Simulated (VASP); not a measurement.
Here is a VASP 6.6.1 calculation.

File INCAR:

```
  PREC = Accurate
  ENCUT = 520
  EDIFF = 1E-7
  ISMEAR = 0
  SIGMA = 0.15
  LREAL = F
  LASPH = T
  NELM = 60
  ALGO = Normal
  ISIF = 2
  LWAVE = F
  LCHARG = F
  GGA = PE
  NBANDS = 16
```

Contents of KPOINTS:

```
Automatic mesh
0
Gamma
  14 14 14
```

Contents of POSCAR:

```
CoSi2
1.0
    0.0000000000      2.6439758734      2.6439758734
    2.6439758734      0.0000000000      2.6439758734
    2.6439758734      2.6439758734      0.0000000000
Co Si
1 2
Direct
    0.0000000000      0.0000000000      0.0000000000
    0.2500000000      0.2500000000      0.2500000000
    0.7500000000      0.7500000000      0.7500000000
```

Potentials or basis: VASP PAW PBE potentials, release 64 (Co, Si).

Run with:

```console
$ cat potpaw_PBE.64/Co/POTCAR potpaw_PBE.64/Si/POTCAR > POTCAR
$ mpirun -np 1 vasp_std > vasp.out
```

(1) Estimate the band gap on the k mesh.

(2) Estimate the pressure.

## Answers

(1) zero (an odd number of electrons rules out a gap without spin polarisation).

(2) 7.8 GPa.

Caveat: the cell stands under pressure; the run has no spin polarisation, though such a crystal can be magnetic.
